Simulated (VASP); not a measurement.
# InP (F-43m) in VASP: G0W0 quasiparticle levels with LDA

Aim: the G0W0 quasiparticle levels of InP with LDA.

Everything below comes from runs of VASP 6.6.1. Logs are shortened: lines on timing, memory, paths and dates and some standing lists are left out, and cuts for length are marked.

### Step 1. The cell of the first run

The structure is cubic, space group F-43m (No. 216). Conventional cell: a = 5.908 Å, b = 5.908 Å, c = 5.908 Å, α = 90.00°, β = 90.00°, γ = 90.00°. In (site symmetry -43m) has 4 P at 2.56 Å within 3.4 Å. Within 3.4 Å of P (site symmetry -43m) lie 4 In at 2.56 Å.

### Step 2. G0W0 quasiparticle levels, LDA

POSCAR reads:

```
InP
1.0
    0.0000000000      2.9537876370      2.9537876370
    2.9537876370      0.0000000000      2.9537876370
    2.9537876370      2.9537876370      0.0000000000
In P
1 1
Direct
    0.0000000000      0.0000000000      0.0000000000
    0.2500000000      0.2500000000      0.2500000000
```

INCAR.step1 reads:

```
PREC = Accurate
ENCUT = 500
EDIFF = 1E-8
ISMEAR = 0
SIGMA = 0.01
LREAL = F
LASPH = T
NELM = 80
ALGO = Normal
LWAVE = T
LCHARG = F
```

INCAR.step2 reads:

```
PREC = Accurate
ENCUT = 500
EDIFF = 1E-8
ISMEAR = 0
SIGMA = 0.01
LREAL = F
LASPH = T
NELM = 1
ALGO = Exact
LWAVE = T
LCHARG = F
NBANDS = 69
LOPTICS = T
ISTART = 1
```

INCAR.step3 reads:

```
PREC = Accurate
ENCUT = 500
EDIFF = 1E-8
ISMEAR = 0
SIGMA = 0.01
LREAL = F
LASPH = T
ALGO = EVGW0
LWAVE = F
LCHARG = F
NELMGW = 1
NBANDS = 69
ENCUTGW = 80.0
NOMEGA = 48
PRECFOCK = Fast
ISTART = 1
NBANDSGW = 17
```

KPOINTS reads:

```
Automatic mesh
0
Gamma
  4 4 4
```

Potentials or basis: VASP PAW LDA potentials, release 64 (In_d_GW, P_GW).

Run with:

```sh
$ cat potpaw_LDA.64/In_d_GW/POTCAR potpaw_LDA.64/P_GW/POTCAR > POTCAR
$ cp INCAR.step1 INCAR
$ mpirun -np 1 vasp_std > vasp.out
$ cp INCAR.step2 INCAR
$ mpirun -np 1 vasp_std > vasp.out
$ cp INCAR.step3 INCAR
$ mpirun -np 1 vasp_std > vasp.out
```

OUTCAR:

```text
PREC = Accurate
   ENCUT = 500
   EDIFF = 1E-8
   ISMEAR = 0
   LREAL = F
   LASPH = T
   NELMGW = 1
   ENCUTGW = 80.0
   PRECFOCK = Fast
   ISTART = 1

 ion  position               nearest neighbor table
   1  0.000  0.000  0.000-   2 2.56   2 2.56   2 2.56   2 2.56
   2  0.250  0.250  0.250-   1 2.56   1 2.56   1 2.56   1 2.56

  LATTYP: Found a face centered cubic cell.
 ALAT       =     5.9075752740

  Lattice vectors:

 A1 = (   0.0000000000,   2.9537876370,   2.9537876370)
 A2 = (   2.9537876370,   0.0000000000,   2.9537876370)
 A3 = (   2.9537876370,   2.9537876370,   0.0000000000)

Analysis of symmetry for initial positions (statically):
=====================================================================
 Subroutine PRICEL returns:
 Original cell was already a primitive cell.

 Routine SETGRP: Setting up the symmetry group for a
 face centered cubic supercell.

 Subroutine GETGRP returns: Found 24 space group operations
 (whereof 24 operations were pure point group operations)
 out of a pool of 48 trial point group operations.

The static configuration has the point symmetry T_d .

Analysis of symmetry for dynamics (positions and initial velocities):
=====================================================================
 Subroutine PRICEL returns:
 Original cell was already a primitive cell.

 Routine SETGRP: Setting up the symmetry group for a
 face centered cubic supercell.

 Subroutine GETGRP returns: Found 24 space group operations
 (whereof 24 operations were pure point group operations)
 out of a pool of 48 trial point group operations.

The dynamic configuration has the point symmetry T_d .

 Subroutine INISYM returns: Found 24 space group operations
 (whereof 24 operations are pure point group operations),
 and found     1 'primitive' translations

----------------------------------------------------------------------------------------

                                     Primitive cell

  volume of cell :      51.5428

  direct lattice vectors                    reciprocal lattice vectors
     0.000000000  2.953787637  2.953787637    -0.169274187  0.169274187  0.169274187
     2.953787637  0.000000000  2.953787637     0.169274187 -0.169274187  0.169274187
     2.953787637  2.953787637  0.000000000     0.169274187  0.169274187 -0.169274187

  length of vectors
     4.177286537  4.177286537  4.177286537     0.293191492  0.293191492  0.293191492

  position of ions in fractional coordinates (direct lattice)
     0.000000000  0.000000000  0.000000000
     0.250000000  0.250000000  0.250000000

  ion indices of the primitive-cell ions
   primitive index   ion index
                 1           1
                 2           2

----------------------------------------------------------------------------------------

 KPOINTS: Automatic mesh

Automatic generation of k-mesh.
 Grid dimensions read from file:
 generate k-points for:    4    4    4

 Generating k-lattice:

  Cartesian coordinates                     Fractional coordinates (reciprocal lattice)
    -0.042318547  0.042318547  0.042318547     0.250000000  0.000000000  0.000000000
     0.042318547 -0.042318547  0.042318547     0.000000000  0.250000000  0.000000000
     0.042318547  0.042318547 -0.042318547     0.000000000  0.000000000  0.250000000

  Length of vectors
     0.073297873  0.073297873  0.073297873

  Shift w.r.t. Gamma in fractional coordinates (k-lattice)
     0.000000000  0.000000000  0.000000000

 Subroutine IBZKPT returns following result:
 ===========================================

 Found      8 irreducible k-points:

 Following reciprocal coordinates:
            Coordinates               Weight
  0.000000  0.000000  0.000000      1.000000
  0.250000  0.000000  0.000000      8.000000
  0.500000  0.000000  0.000000      4.000000
  0.250000  0.250000  0.000000      6.000000
  0.500000  0.250000  0.000000     24.000000
 -0.250000  0.250000  0.000000     12.000000
  0.500000  0.500000  0.000000      3.000000
 -0.250000  0.500000  0.250000      6.000000
   k-points           NKPTS =      8   k-points in BZ     NKDIM =     64   number of bands    NBANDS=     69
   number of dos      NEDOS =    301   number of ions     NIONS =      2
   total plane-waves  NPLWV =  27000
   dimension x,y,z NGX =    30 NGY =   30 NGZ =   30
   dimension x,y,z NGXF=    60 NGYF=   60 NGZF=   60
   ions per type =               1   1
   NGX,Y,Z   is equivalent  to a cutoff of  11.94, 11.94, 11.94 a.u.
   NGXF,Y,Z  is equivalent  to a cutoff of  23.88, 23.88, 23.88 a.u.
 SYSTEM =  unknown system
   PREC   = accura    normal or accurate (medium, high low for compatibility)
   ISTART =      1    job   : 0-new  1-cont  2-samecut
   ICHARG =      0    charge: 1-file 2-atom 10-const
   ISPIN  =      1    spin polarized calculation?
   LNONCOLLINEAR =      F non collinear calculations
   LSORBIT =      F    spin-orbit coupling
   LASPH  =      T    aspherical Exc in radial PAW
   ENCUT  =  500.0 eV  36.75 Ry    6.06 a.u.   7.62  7.62  7.62*2*pi/ulx,y,z
   NELM   =     60;   NELMIN=  2; NELMDL=  0     # of ELM steps
   EDIFF  = 0.1E-07   stopping-criterion for ELM
   LREAL  =      F    real-space projection
   EDIFFG = 0.1E-06   stopping-criterion for IOM
   NSW    =      0    number of steps for IOM
   IBRION =     -1    ionic relax: 0-MD 1-quasi-New 2-CG
   NFREE  =      0    steps in history (QN), initial steepest desc. (CG)
   ISIF   =      0    stress and relaxation
   ISYM   =      3    0-nonsym 1-usesym 2-fastsym
   POTIM  = 0.5000    time-step for ionic-motion
   TEBEG  =    0.0;   TEEND  =   0.0 temperature during run
   PSTRESS=    0.0 pullay stress
   NELECT =      18.0000    total number of electrons
   NUPDOWN=      -1.0000    fix difference up-down
   EMIN   =  10.00;   EMAX   =-10.00  energy-range for DOS
   EFERMI =   0.00;   METHOD = LEGACY
   ISMEAR =     0;   SIGMA  =   0.01  broadening in eV -4-tet -1-fermi 0-gaus
   EFERMI_NEDOS =   21; number of points for ismear=-14 and -15
   IALGO  =     38    algorithm
   IMIX   =      4    mixing-type and parameters
     AMIX     =   0.40;   BMIX     =  1.00
     AMIX_MAG =   1.60;   BMIX_MAG =  1.00
  volume/ion in A,a.u.               =      25.77       173.91
  Fermi-wavevector in a.u.,A,eV,Ry     =   1.152860  2.178589 18.083301  1.329085
  Thomas-Fermi vector in A             =   2.289508
   LORBIT       =      0    0 simple, 1 ext, 2 COOP (PROOUT), +10 PAW based schemes
   GGA     = CA    functional components
   LHFCALC =     T    Hartree Fock is set to
   PRECFOCK=fast      Normal, Fast or Accurate (Low or Medium for compatibility)
   ENCUT4O =  -1.0   cutoff for four orbital integrals eV
   NKREDX  =     1    reduce k-point grid by
   NKREDY  =     1    reduce k-point grid by
   NKREDZ  =     1    reduce k-point grid by
   AEXX    =    1.0000 exact exchange contribution
   HFSCREEN=    0.0000 screening length (either q_TF or 0.3 A-1)
   HFSCREENC=   0.0000 screening length for correlation (either q_TF or 0.3 A-1)
   ENCUTFOCK=  -1.0 apply spherical cutoff to Coloumb kernel
   IVDW    =     0    specifies the selected vdW correction
   LEPSILON=     F    determine dielectric tensor
   LRPA    =     F    only Hartree local field effects (RPA)
   LRPAFORCE           =     F    calculate RPA forces
   ENCUTGW             =  80.0    cutoff for response function in eV
   ENCUTGWSOFT         =  64.0    soft cutoff for Coulomb kernel in GW response function in eV
   ENCUTLF             =  -1.0    cutoff for local field effects
   NELMGW              =     1    number of iterations in solving QP/BSE equation
   NELMHF              =     1    number of iterations in the inner HF iteration
   NKREDLFX            =     1    NKREDLFY  =   1   NKREDLFZ  =   1
 non-spin polarized calculation
 Gauss-broadening in eV      SIGMA  =   0.01
  energy-cutoff  :      500.00
  volume of cell :       51.54
 maximum number of plane-waves:      1363
  NGX = 18; NGY = 18; NGZ = 18
   NGX = 15   NGY = 15   NGZ = 15
 maximum number of plane-waves:        92
 NGX is ok and might be reduce to    14

 QP shifts <psi_nk| G(iteration)W_0 |psi_nk>: iteration 1
 for sc-GW calculations column KS-energies equals QP-energies in previous step
 and V_xc(KS)=  KS-energies - (<T + V_ion + V_H > + <T+V_H+V_ion>^1  + <V_x>^1)

 k-point   1 :       0.0000    0.0000    0.0000
  band No.  KS-energies  QP-energies   sigma(KS)   V_xc(KS)     V^pw_x(r,r')   Z            occupation Imag(sigma)

      1     -10.6640     -12.4719     -19.1895     -16.5990     -25.2786       0.6979       2.0000       0.3245
      2     -10.6640     -12.4719     -19.1895     -16.5990     -25.2786       0.6979       2.0000       0.3245
      3     -10.6640     -12.4719     -19.1895     -16.5990     -25.2786       0.6979       2.0000       0.3245
      4     -10.5222     -12.3687     -19.3173     -16.6747     -25.2972       0.6987       2.0000       0.2559
      5     -10.5222     -12.3687     -19.3173     -16.6747     -25.2972       0.6987       2.0000       0.2559
      6      -7.8484      -7.9189     -11.5541     -11.4381     -18.1462       0.6075       2.0000       0.9178
[... 9 lines left out ...]
     16      12.8869      13.4100      -9.6056     -10.3203      -4.4971       0.7320       0.0000      -0.2743
     17      14.4486      14.6020      -7.7472      -7.9536      -2.2352       0.7426       0.0000      -0.4878

 k-point   2 :       0.2500    0.0000    0.0000
  band No.  KS-energies  QP-energies   sigma(KS)   V_xc(KS)     V^pw_x(r,r')   Z            occupation Imag(sigma)

      1     -10.7181     -12.4591     -18.9894     -16.4773     -25.1492       0.6930       2.0000       0.3433
      2     -10.6423     -12.4558     -19.2177     -16.6214     -25.2989       0.6985       2.0000       0.3209
      3     -10.6423     -12.4558     -19.2177     -16.6214     -25.2989       0.6985       2.0000       0.3209
      4     -10.5198     -12.3672     -19.3169     -16.6773     -25.3023       0.6999       2.0000       0.2578
      5     -10.5198     -12.3672     -19.3169     -16.6773     -25.3023       0.6999       2.0000       0.2578
      6      -7.1910      -7.3034     -11.8853     -11.7092     -18.2028       0.6383       2.0000       0.8887
[... 9 lines left out ...]
     16      12.3434      12.5477      -7.5112      -7.7857      -2.3135       0.7442       0.0000      -0.2948
     17      15.4784      15.9186      -8.5737      -9.1683      -2.9119       0.7404       0.0000      -0.5304

 k-point   3 :       0.5000    0.0000    0.0000
  band No.  KS-energies  QP-energies   sigma(KS)   V_xc(KS)     V^pw_x(r,r')   Z            occupation Imag(sigma)
[... 85 lines left out ...]
      1     -10.8305     -12.5017     -18.7705     -16.3409     -25.0154       0.6878       2.0000       0.3716
      2     -10.5697     -12.3977     -19.2135     -16.5910     -25.2093       0.6970       2.0000       0.2663
      3     -10.5671     -12.3994     -19.3250     -16.7120     -25.3874       0.7012       2.0000       0.3099
      4     -10.5671     -12.3994     -19.3250     -16.7120     -25.3874       0.7012       2.0000       0.3099
      5     -10.4895     -12.3402     -19.3497     -16.7114     -25.3418       0.7015       2.0000       0.2587
      6      -5.5211      -5.6142     -12.6021     -12.4616     -18.4620       0.6620       2.0000       0.7381
[... 9 lines left out ...]
     16      15.1271      15.7219      -9.7738     -10.5817      -4.2163       0.7362       0.0000      -0.4882
     17      15.1271      15.7219      -9.7738     -10.5817      -4.2163       0.7362       0.0000      -0.4882

 k-point   8 :      -0.2500    0.5000    0.2500
  band No.  KS-energies  QP-energies   sigma(KS)   V_xc(KS)     V^pw_x(r,r')   Z            occupation Imag(sigma)

      1     -10.7981     -12.4624     -18.7910     -16.3688     -25.0461       0.6871       2.0000       0.3751
      2     -10.6092     -12.4319     -19.2633     -16.6551     -25.3250       0.6988       2.0000       0.3063
      3     -10.5744     -12.4003     -19.2872     -16.6785     -25.3476       0.6999       2.0000       0.3091
      4     -10.5417     -12.3772     -19.2871     -16.6563     -25.2837       0.6977       2.0000       0.2620
      5     -10.5081     -12.3528     -19.3208     -16.6850     -25.3126       0.6999       2.0000       0.2590
      6      -5.4462      -5.5454     -12.7421     -12.5936     -18.5945       0.6683       2.0000       0.7293
[... 9 lines left out ...]
     16      15.2459      15.6859      -9.0471      -9.6455      -3.3608       0.7353       0.0000      -0.5233
     17      15.3501      16.0042      -9.8461     -10.7461      -3.9701       0.7269       0.0000      -0.5210
```

It took 3.1 min on 1 thread of Intel Xeon Platinum 8259CL at 2.50GHz (Skylake/Cascade Lake), shared host; peak memory 0.57 GiB.

What came out:

- Band gap on the k mesh, mean-field level: 0.36 eV, direct
- Quasiparticle gap: 0.95 eV
- Least direct quasiparticle gap: 0.95 eV

Caveat: the k points lie up to 0.46 Å⁻¹ apart; bands, screening cutoff and mesh are small and nothing is extrapolated, so the quasiparticle values aren't converged; spin-orbit coupling is left out, which moves the levels of the heavy elements.
